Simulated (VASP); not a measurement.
# Y (Fm-3m) in VASP: further runs, part 3 of 3

VASP 6.6.1. Earlier steps stand in the parts before.

### Step 5. Single point, PBE, non-collinear spin, zero start, spin-orbit coupling

This run uses another cell than the first one, of 32.27 Å³/atom.

INCAR reads:

```
ALGO = Normal
EDIFF = 1E-6
ENCUT = 500
GGA = PE
GGA_COMPAT = False
ISIF = 2
ISMEAR = 0
LASPH = True
LCHARG = False
LMAXMIX = 4
LNONCOLLINEAR = True
LORBIT = 11
LORBMOM = True
LREAL = False
LSORBIT = True
LWAVE = False
MAGMOM = 0 0 0
NBANDS = 22
NELM = 200
PREC = Accurate
SIGMA = 0.05
```

KPOINTS reads:

```
k-points
0
Gamma
  14 14 14
```

POSCAR reads:

```
Y
1.0
    0.0000000000      2.5269565107      2.5269565107
    2.5269565107      0.0000000000      2.5269565107
    2.5269565107      2.5269565107      0.0000000000
Y
1
Direct
    0.0000000000      0.0000000000      0.0000000000
```

Potentials or basis: VASP PAW PBE potentials, release 64 (Y_sv).

Started as:

```console
$ cat potpaw_PBE.64/Y_sv/POTCAR > POTCAR
$ mpirun -np 1 vasp_ncl > vasp.out
```

OUTCAR:

```text
EDIFF = 1E-6
   ENCUT = 500
   GGA = PE
   ISIF = 2
   ISMEAR = 0
   LASPH = True
   LNONCOLLINEAR = True
   LORBIT = 11
   LREAL = False
   LSORBIT = True
   NELM = 200
   PREC = Accurate

 ion  position               nearest neighbor table
   1  0.000  0.000  0.000-

  LATTYP: Found a face centered cubic cell.
 ALAT       =     5.0539130214

  Lattice vectors:

 A1 = (   0.0000000000,   2.5269565107,   2.5269565107)
 A2 = (   2.5269565107,   0.0000000000,   2.5269565107)
 A3 = (   2.5269565107,   2.5269565107,   0.0000000000)

Analysis of symmetry for initial positions (statically):
=====================================================================
 Subroutine PRICEL returns:
 Original cell was already a primitive cell.

 Routine SETGRP: Setting up the symmetry group for a
 face centered cubic supercell.

 Subroutine GETGRP returns: Found 48 space group operations
 (whereof 48 operations were pure point group operations)
 out of a pool of 48 trial point group operations.

The static configuration has the point symmetry O_h .

Analysis of symmetry for dynamics (positions and initial velocities):
=====================================================================
 Subroutine PRICEL returns:
 Original cell was already a primitive cell.

 Routine SETGRP: Setting up the symmetry group for a
 face centered cubic supercell.

 Subroutine GETGRP returns: Found 48 space group operations
 (whereof 48 operations were pure point group operations)
 out of a pool of 48 trial point group operations.

The dynamic configuration has the point symmetry O_h .

Analysis of structural, dynamic, and magnetic symmetry:
=====================================================================
 Subroutine PRICEL returns:
 Original cell was already a primitive cell.

 Routine SETGRP: Setting up the symmetry group for a
 face centered cubic supercell.

 Subroutine GETGRP returns: Found 48 space group operations
 (whereof 48 operations were pure point group operations)
 out of a pool of 48 trial point group operations.

The overall configuration has the point symmetry O_h .

 Subroutine INISYM returns: Found 48 space group operations
 (whereof 48 operations are pure point group operations),
 and found     1 'primitive' translations

----------------------------------------------------------------------------------------

                                     Primitive cell

  volume of cell :      32.2718

  direct lattice vectors                    reciprocal lattice vectors
     0.000000000  2.526956511  2.526956511    -0.197866484  0.197866484  0.197866484
     2.526956511  0.000000000  2.526956511     0.197866484 -0.197866484  0.197866484
     2.526956511  2.526956511  0.000000000     0.197866484  0.197866484 -0.197866484

  length of vectors
     3.573656169  3.573656169  3.573656169     0.342714803  0.342714803  0.342714803

  position of ions in fractional coordinates (direct lattice)
     0.000000000  0.000000000  0.000000000

  ion indices of the primitive-cell ions
   primitive index   ion index
[... 101 lines left out ...]
   IVDW    =     0    specifies the selected vdW correction
   LEPSILON=     F    determine dielectric tensor
   LRPA    =     F    only Hartree local field effects (RPA)
 Gauss-broadening in eV      SIGMA  =   0.05
  energy-cutoff  :      500.00
  volume of cell :       32.27
 maximum number of plane-waves:      1738
 NGX is ok and might be reduce to    28
   NGX = 13   NGY = 13   NGZ = 13

 number of electron      11.0000000 magnetization      -0.0000000     -0.0000000     -0.0000000

 number of electron      11.0000000 magnetization       0.0000000      0.0000000      0.0000000

 Free energy of the ion-electron system (eV)
  ---------------------------------------------------
  ext. energy  EPLUGINS =         0.00000000
  ---------------------------------------------------
  free energy    TOTEN  =        -6.45679709 eV

  energy without entropy =       -6.45392877  energy(sigma->0) =       -6.45536293

 E-fermi :   3.1537     XC(G=0):  -9.4924

 val. band max:        3.1458453407   @ k =  -0.3571   0.4286   0.2143
 cond. band min:       3.1538800922   @ k =   0.5000   0.2857   0.1429
 fundamental gap:      0.0080347515
 Fermi energy:         3.1537239236

 k-point     1 :       0.0000    0.0000    0.0000
  band No.  band energies     occupation
      1     -39.5235      1.00000
      2     -39.5235      1.00000
      3     -20.1853      1.00000
      4     -20.1853      1.00000
      5     -18.7411      1.00000
      6     -18.7411      1.00000
[... 589 lines left out ...]
     21      13.2569      0.00000
     22      13.2569      0.00000

 [... further k-points ...]

------------------------ aborting loop because EDIFF is reached ----------------------------------------

  FORCE on cell =-STRESS in cart. coord.  units (eV):
  Direction    XX          YY          ZZ          XY          YZ          ZX
  --------------------------------------------------------------------------------------
  -------------------------------------------------------------------------------------
  Total        0.0062404      0.0062404      0.0062404      0.0000000      0.0000000     -0.0000000
  in kB        0.3098137      0.3098137      0.3098137      0.0000000      0.0000000     -0.0000000
  external PRESSURE =       0.3098137 kB  Pullay stress =       0.0000000 kB

 VOLUME and BASIS-vectors are now :
 -----------------------------------------------------------------------------
  energy-cutoff  :      500.00
  volume of cell :       32.27
      direct lattice vectors                 reciprocal lattice vectors
     0.000000000  2.526956511  2.526956511    -0.197866484  0.197866484  0.197866484
     2.526956511  0.000000000  2.526956511     0.197866484 -0.197866484  0.197866484
     2.526956511  2.526956511  0.000000000     0.197866484  0.197866484 -0.197866484

 POSITION                                       TOTAL-FORCE (eV/Angst)
 -----------------------------------------------------------------------------------
      0.00000      0.00000      0.00000        -0.000000     -0.000000     -0.000000
 -----------------------------------------------------------------------------------
    total drift:                               -0.000000     -0.000000     -0.000000

  FREE ENERGIE OF THE ION-ELECTRON SYSTEM (eV)
  ---------------------------------------------------
  free  energy   TOTEN  =        -6.4567970874 eV

  energy  without entropy=       -6.4539287680  energy(sigma->0) =       -6.45536293

 orbital moment (x)

 # of ion     p       d       f       tot
 ------------------------------------------------
  1         0.000  -0.000   0.000   0.000
 ------------------------------------------------
            0.000  -0.000   0.000   0.000

 orbital moment (y)

 # of ion     p       d       f       tot
 ------------------------------------------------
  1        -0.000  -0.000   0.000  -0.000
 ------------------------------------------------
           -0.000  -0.000   0.000  -0.000

 orbital moment (z)

 # of ion     p       d       f       tot
 ------------------------------------------------
  1         0.000   0.000  -0.000  -0.000
 ------------------------------------------------
            0.000   0.000  -0.000  -0.000

 Spin-Orbit-Coupling matrix elements

 Ion:    1  E_soc:     -0.0986354
 l=   1
     0.0000000    -0.0162970    -0.0162970
    -0.0162970     0.0000000    -0.0162970
    -0.0162970    -0.0162970     0.0000000
 l=   2
     0.0000000    -0.0000084     0.0000000    -0.0000084    -0.0001339
    -0.0000084     0.0000000    -0.0001004    -0.0000084    -0.0000335
     0.0000000    -0.0001004     0.0000000    -0.0001004     0.0000000
    -0.0000084    -0.0000084    -0.0001004     0.0000000    -0.0000335
    -0.0001339    -0.0000335     0.0000000    -0.0000335     0.0000000
 l=   3
     0.0000000     0.0000000     0.0000000     0.0000000     0.0000000     0.0000000     0.0000000
     0.0000000     0.0000000     0.0000000     0.0000000     0.0000000     0.0000000     0.0000000
     0.0000000     0.0000000     0.0000000     0.0000000     0.0000000     0.0000000     0.0000000
     0.0000000     0.0000000     0.0000000     0.0000000     0.0000000     0.0000000     0.0000000
     0.0000000     0.0000000     0.0000000     0.0000000     0.0000000     0.0000000     0.0000000
     0.0000000     0.0000000     0.0000000     0.0000000     0.0000000     0.0000000     0.0000000
     0.0000000     0.0000000     0.0000000     0.0000000     0.0000000     0.0000000     0.0000000

 total charge

# of ion       s       p       d       f       tot
--------------------------------------------------
    1        2.283   6.215   0.955   0.007   9.459

 magnetization (x)

# of ion       s       p       d       f       tot
--------------------------------------------------
    1        0.000   0.000  -0.000   0.000   0.000

 magnetization (y)

# of ion       s       p       d       f       tot
--------------------------------------------------
    1       -0.000   0.000   0.000  -0.000   0.000

 magnetization (z)

# of ion       s       p       d       f       tot
--------------------------------------------------
    1        0.000   0.000  -0.000  -0.000   0.000
```

OSZICAR:

```text
N       E                     dE             d eps       ncg     rms          rms(c)
DAV:   1     0.413719759973E+02    0.41372E+02   -0.53359E+03  4576   0.926E+02
DAV:   2    -0.339668437365E+01   -0.44769E+02   -0.43613E+02  5686   0.222E+02
DAV:   3    -0.655174795080E+01   -0.31551E+01   -0.31079E+01  7754   0.340E+01
DAV:   4    -0.664073579888E+01   -0.88988E-01   -0.88841E-01  5724   0.541E+00
DAV:   5    -0.664200121903E+01   -0.12654E-02   -0.12653E-02  6074   0.558E-01    0.230E+01
DAV:   6    -0.648479272913E+01    0.15721E+00   -0.18015E-01  5328   0.320E+00    0.141E+01
DAV:   7    -0.645572847142E+01    0.29064E-01   -0.25457E-01  5682   0.366E+00    0.409E+00
DAV:   8    -0.645947583315E+01   -0.37474E-02   -0.26209E-02  5786   0.927E-01    0.777E-01
DAV:   9    -0.645682329401E+01    0.26525E-02   -0.14811E-02  5054   0.100E+00    0.220E-01
DAV:  10    -0.645679586934E+01    0.27425E-04   -0.12185E-03  5330   0.267E-01    0.112E-01
DAV:  11    -0.645679262560E+01    0.32437E-05   -0.27563E-05  6262   0.448E-02    0.279E-02
DAV:  12    -0.645679618766E+01   -0.35621E-05   -0.54468E-06  5166   0.216E-02    0.156E-02
DAV:  13    -0.645679708745E+01   -0.89979E-06   -0.40970E-07  3724   0.646E-03
   1 F= -.64567971E+01 E0= -.64553629E+01  d E =-.286832E-02  mag=    -0.0000    -0.0000    -0.0000
```

It took 4.5 min on 1 thread of Intel Xeon 8259CL, shared host; peak memory 0.32 GiB.

Results:

```
Free energy                                           : -6.4568 eV
Pressure                                              : 0.0 GPa
Net moment                                            : 0.00 μB per cell
Valence electrons inside the program's atomic spheres : Y 9.46
```

Moments on the atoms (μB; x, y, z):
```
Y   0.00 0.00 0.00
```

### Step 6. Single point, PBE, non-collinear spin, zero start, spin-orbit coupling (32.40 Å³/atom)

This run uses another cell than the first one, of 32.40 Å³/atom.

INCAR reads:

```
PREC = Accurate
ENCUT = 500
EDIFF = 1E-6
ISMEAR = 0
SIGMA = 0.05
LREAL = F
LASPH = T
NELM = 200
ALGO = Normal
ISIF = 2
LWAVE = F
LCHARG = F
MAGMOM = 0 0 0
LORBIT = 11
LSORBIT = T
GGA_COMPAT = F
LORBMOM = T
LMAXMIX = 4
GGA = PE
NBANDS = 22
```

KPOINTS reads:

```
Automatic mesh
0
Gamma
  14 14 14
```

POSCAR reads:

```
Y
1.0
    0.0000000000      2.5303213036      2.5303213036
    2.5303213036      0.0000000000      2.5303213036
    2.5303213036      2.5303213036      0.0000000000
Y
1
Direct
    0.0000000000      0.0000000000      0.0000000000
```

Potentials or basis: VASP PAW PBE potentials, release 64 (Y_sv).

Started as:

```console
$ cat potpaw_PBE.64/Y_sv/POTCAR > POTCAR
$ mpirun -np 1 vasp_ncl > vasp.out
```

OUTCAR:

```text
PREC = Accurate
   ENCUT = 500
   EDIFF = 1E-6
   ISMEAR = 0
   LREAL = F
   LASPH = T
   NELM = 200
   ISIF = 2
   LORBIT = 11
   LSORBIT = T
   GGA = PE

 ion  position               nearest neighbor table
   1  0.000  0.000  0.000-

  LATTYP: Found a face centered cubic cell.
 ALAT       =     5.0606426072

  Lattice vectors:

 A1 = (   0.0000000000,   2.5303213036,   2.5303213036)
 A2 = (   2.5303213036,   0.0000000000,   2.5303213036)
 A3 = (   2.5303213036,   2.5303213036,   0.0000000000)

Analysis of symmetry for initial positions (statically):
=====================================================================
 Subroutine PRICEL returns:
 Original cell was already a primitive cell.

 Routine SETGRP: Setting up the symmetry group for a
 face centered cubic supercell.

 Subroutine GETGRP returns: Found 48 space group operations
 (whereof 48 operations were pure point group operations)
 out of a pool of 48 trial point group operations.

The static configuration has the point symmetry O_h .

Analysis of symmetry for dynamics (positions and initial velocities):
=====================================================================
 Subroutine PRICEL returns:
 Original cell was already a primitive cell.

 Routine SETGRP: Setting up the symmetry group for a
 face centered cubic supercell.

 Subroutine GETGRP returns: Found 48 space group operations
 (whereof 48 operations were pure point group operations)
 out of a pool of 48 trial point group operations.

The dynamic configuration has the point symmetry O_h .

Analysis of structural, dynamic, and magnetic symmetry:
=====================================================================
 Subroutine PRICEL returns:
 Original cell was already a primitive cell.

 Routine SETGRP: Setting up the symmetry group for a
 face centered cubic supercell.

[... 772 lines left out ...]

 VOLUME and BASIS-vectors are now :
 -----------------------------------------------------------------------------
  energy-cutoff  :      500.00
  volume of cell :       32.40
      direct lattice vectors                 reciprocal lattice vectors
     0.000000000  2.530321304  2.530321304    -0.197603363  0.197603363  0.197603363
     2.530321304  0.000000000  2.530321304     0.197603363 -0.197603363  0.197603363
     2.530321304  2.530321304  0.000000000     0.197603363  0.197603363 -0.197603363

 POSITION                                       TOTAL-FORCE (eV/Angst)
 -----------------------------------------------------------------------------------
      0.00000      0.00000      0.00000         0.000000      0.000000      0.000000
 -----------------------------------------------------------------------------------
    total drift:                               -0.000000     -0.000000     -0.000000

  FREE ENERGIE OF THE ION-ELECTRON SYSTEM (eV)
  ---------------------------------------------------
  free  energy   TOTEN  =        -6.4568054962 eV

  energy  without entropy=       -6.4539314578  energy(sigma->0) =       -6.45536848

 orbital moment (x)

 # of ion     p       d       f       tot
 ------------------------------------------------
  1         0.000   0.000  -0.000   0.000
 ------------------------------------------------
            0.000   0.000  -0.000   0.000

 orbital moment (y)

 # of ion     p       d       f       tot
 ------------------------------------------------
  1         0.000  -0.000  -0.000  -0.000
 ------------------------------------------------
            0.000  -0.000  -0.000  -0.000

 orbital moment (z)

 # of ion     p       d       f       tot
 ------------------------------------------------
  1         0.000   0.000   0.000   0.000
 ------------------------------------------------
            0.000   0.000   0.000   0.000

 Spin-Orbit-Coupling matrix elements

 Ion:    1  E_soc:     -0.0986018
 l=   1
     0.0000000    -0.0162909    -0.0162909
    -0.0162909     0.0000000    -0.0162909
    -0.0162909    -0.0162909     0.0000000
 l=   2
     0.0000000    -0.0000086     0.0000000    -0.0000086    -0.0001342
    -0.0000086     0.0000000    -0.0001006    -0.0000086    -0.0000335
     0.0000000    -0.0001006     0.0000000    -0.0001006     0.0000000
    -0.0000086    -0.0000086    -0.0001006     0.0000000    -0.0000335
    -0.0001342    -0.0000335     0.0000000    -0.0000335     0.0000000
 l=   3
     0.0000000     0.0000000     0.0000000     0.0000000     0.0000000     0.0000000     0.0000000
     0.0000000     0.0000000     0.0000000     0.0000000     0.0000000     0.0000000     0.0000000
     0.0000000     0.0000000     0.0000000     0.0000000     0.0000000     0.0000000     0.0000000
     0.0000000     0.0000000     0.0000000     0.0000000     0.0000000     0.0000000     0.0000000
     0.0000000     0.0000000     0.0000000     0.0000000     0.0000000     0.0000000     0.0000000
     0.0000000     0.0000000     0.0000000     0.0000000     0.0000000     0.0000000     0.0000000
     0.0000000     0.0000000     0.0000000     0.0000000     0.0000000     0.0000000     0.0000000

 total charge

# of ion       s       p       d       f       tot
--------------------------------------------------
    1        2.282   6.214   0.952   0.006   9.454

 magnetization (x)

# of ion       s       p       d       f       tot
--------------------------------------------------
    1        0.000   0.000   0.000   0.000   0.000

 magnetization (y)

# of ion       s       p       d       f       tot
--------------------------------------------------
    1       -0.000  -0.000   0.000   0.000  -0.000

 magnetization (z)

# of ion       s       p       d       f       tot
--------------------------------------------------
    1        0.000   0.000  -0.000   0.000   0.000
```

stdout:

```text
POSCAR found type information on POSCAR Y
 POSCAR found :  1 types and       1 ions
 scaLAPACK will be used
 LDA part: xc-table for (Slater+PW92), standard interpolation
 POSCAR, INCAR and KPOINTS ok, starting setup
 FFT: planning ... GRIDC
 FFT: planning ... GRID_SOFT
 FFT: planning ... GRID
 WAVECAR not read
 entering main loop
```

Wall time 4.7 min (1 thread of Intel Xeon 8259CL, shared host); peak memory 0.32 GiB.

Results:

| Item | Value |
| --- | --- |
| Free energy | -6.4568 eV |
| Pressure | -0.1 GPa |
| Net moment | 0.00 μB per cell |
| Valence electrons inside the program's atomic spheres | Y 9.45 |

Moments on the atoms (μB; x, y, z):
```
Y   0.00 0.00 0.00
```

### Step 7. Summary

| spin | cell | k mesh | cutoff (eV) | gap on the mesh (eV) | pressure (GPa) | moment (μB) |
| --- | --- | --- | --- | --- | --- | --- |
| off | a = 3.603 Å, angles 60.0°, 1 atom | 6 × 6 × 6 | 520 | none | -1.0 | - |
| off | a = 3.596 Å, angles 60.0°, 1 atom | 6 × 6 × 6 | 500 | none | -0.8 | - |
| off | a = 3.574 Å, angles 60.0°, 1 atom | 6 × 6 × 6 | 500 | none | -0.1 | - |
| non-collinear, zero start, SOC | a = 3.574 Å, angles 60.0°, 1 atom | 14 × 14 × 14 | 500 | - | 0.0 | 0.00 |
| non-collinear, zero start, SOC | a = 3.578 Å, angles 60.0°, 1 atom | 14 × 14 × 14 | 500 | - | -0.1 | 0.00 |

Alike in all rows: task single point; level PBE; potentials or basis VASP PAW PBE potentials, release 64 (Y_sv); smearing gaussian 0.05 eV.

Total energies depend on the potentials used, so only differences within one code and one set of settings carry meaning.

The gap in the log of VASP goes by the Fermi energy; the results here count the filled bands.